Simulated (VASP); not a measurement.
Here is a VASP 6.6.1 calculation.

The input INCAR:

```
  PREC = Accurate
  ENCUT = 520
  EDIFF = 1E-7
  ISMEAR = -1
  SIGMA = 0.05
  LREAL = F
  LASPH = T
  NELM = 60
  ALGO = Normal
  ISIF = 2
  LWAVE = F
  LCHARG = F
  GGA = PE
  NBANDS = 22
```

File KPOINTS:

```
Automatic mesh
0
Gamma
  7 7 3
```

File POSCAR:

```
I
1.0
    3.6591087810     -2.4108815219      0.0000000000
    3.6591087810      2.4108815219      0.0000000000
    0.0000000000      0.0000000000      9.8582991087
I
4
Direct
    0.6493000000      0.3507000000      0.3844000000
    0.1493000000      0.8507000000      0.1156000000
    0.3507000000      0.6493000000      0.6156000000
    0.8507000000      0.1493000000      0.8844000000
```

Potentials or basis: VASP PAW PBE potentials, release 64 (I).

Launch:

```bash
$ cat potpaw_PBE.64/I/POTCAR > POTCAR
$ mpirun -np 1 vasp_std > vasp.out
```

(1) Estimate the pressure.

(2) Predict the band gap on the k mesh.

## Answers

(1) 1.2 GPa.

(2) 1.29 eV, indirect (least direct gap 1.36 eV).

Caveat: spin-orbit coupling is left out, which moves the levels of the heavy elements.
